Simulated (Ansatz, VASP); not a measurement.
SnO2: VASP beside Ansatz

The input INCAR:

```
ALGO = Normal
EDIFF = 1E-6
EDIFFG = -0.01
ENCUT = 600
GGA = RE
IBRION = 2
ISIF = 3
ISMEAR = -1
IVDW = 13
LASPH = True
LCHARG = False
LREAL = False
LWAVE = False
NELM = 100
NSW = 60
PREC = Accurate
SIGMA = 0.05
```

KPOINTS

```
k-points
0
Gamma
  5 5 5
```

Contents of POSCAR:

```
SnO2
1.0
    5.1752560000      0.0000000000      0.0000000000
    0.0000000000      5.1752560000      0.0000000000
    0.0000000000      0.0000000000      5.1752560000
Sn O
4 8
Direct
    0.0000000000      0.0000000000      0.0000000000
    0.5000000000      0.0000000000      0.5000000000
    0.5000000000      0.5000000000      0.0000000000
    0.0000000000      0.5000000000      0.5000000000
    0.6610980000      0.8389020000      0.1610980000
    0.8389020000      0.1610980000      0.6610980000
    0.1610980000      0.6610980000      0.8389020000
    0.3389020000      0.3389020000      0.3389020000
    0.6610980000      0.6610980000      0.6610980000
    0.8389020000      0.3389020000      0.1610980000
    0.1610980000      0.8389020000      0.3389020000
    0.3389020000      0.1610980000      0.8389020000
```

Contents of input.yaml:

```yaml
crystal:
  lattice:
    - [5.175256, 0.0, 0.0]
    - [0.0, 5.175256, 0.0]
    - [0.0, 0.0, 5.175256]
  atoms:
    - { symbol: Sn, position: [0.0, 0.0, 0.0] }
    - { symbol: Sn, position: [0.5, 0.0, 0.5] }
    - { symbol: Sn, position: [0.5, 0.5, 0.0] }
    - { symbol: Sn, position: [0.0, 0.5, 0.5] }
    - { symbol: O, position: [0.661098, 0.838902, 0.161098] }
    - { symbol: O, position: [0.838902, 0.161098, 0.661098] }
    - { symbol: O, position: [0.161098, 0.661098, 0.838902] }
    - { symbol: O, position: [0.338902, 0.338902, 0.338902] }
    - { symbol: O, position: [0.661098, 0.661098, 0.661098] }
    - { symbol: O, position: [0.838902, 0.338902, 0.161098] }
    - { symbol: O, position: [0.161098, 0.838902, 0.338902] }
    - { symbol: O, position: [0.338902, 0.161098, 0.838902] }
hamiltonian:
  xc: revpbe
  pseudopotentials: { kind: paw }
  dispersion: d4
kpoints:
  mp_grid: { grid: [5, 5, 5] }
scf:
  occupations: { method: fermi_dirac, width: 0.05 }
output:
  forces: true
  stress: true
  eigenvalues: true
relax:
  f_tol: 0.01
  max_steps: 40
  cell: { stress_tol: 0.05 }
```

Alike in both runs: task relaxation of cell and atoms; functional revPBE; dispersion D4; k mesh 5 × 5 × 5; occupations fermi-dirac, width 0.05 eV; no spin polarisation.

|  | VASP | Ansatz |
| --- | --- | --- |
| version | VASP 6.6.1 | Ansatz 0.2.0 |
| potentials or method | VASP PAW PBE potentials, release 64 (Sn_d, O) | Ansatz PAW |
| plane-wave cutoff (eV) | 600 | 420 |
| valence electrons in the cell | 104 | 104 |

VASP gave:

| Quantity | Value |
| --- | --- |
| gap on the k mesh at the Fermi level, each at its own relaxed structure (eV) | 0.84 |
| relaxed volume (Å³/atom) | 11.27 |
| relaxed cell length with the largest relative difference (Å) | 5.133 |

Task: What did Ansatz give for the same quantities?

Result: gap on the k mesh at the Fermi level, each at its own relaxed structure (eV): 0.87; relaxed volume (Å³/atom): 11.25; relaxed cell length with the largest relative difference (Å): 5.130.

VASP's potentials were made for PBE, not for revPBE.

Noted on Ansatz's run: odd divisions of the mesh miss points on the zone boundary, where band edges often lie, so the gap on the mesh can be too wide; the plane-wave basis is chosen anew once the cell has moved, so the energies of steps on either side of that aren't comparable.
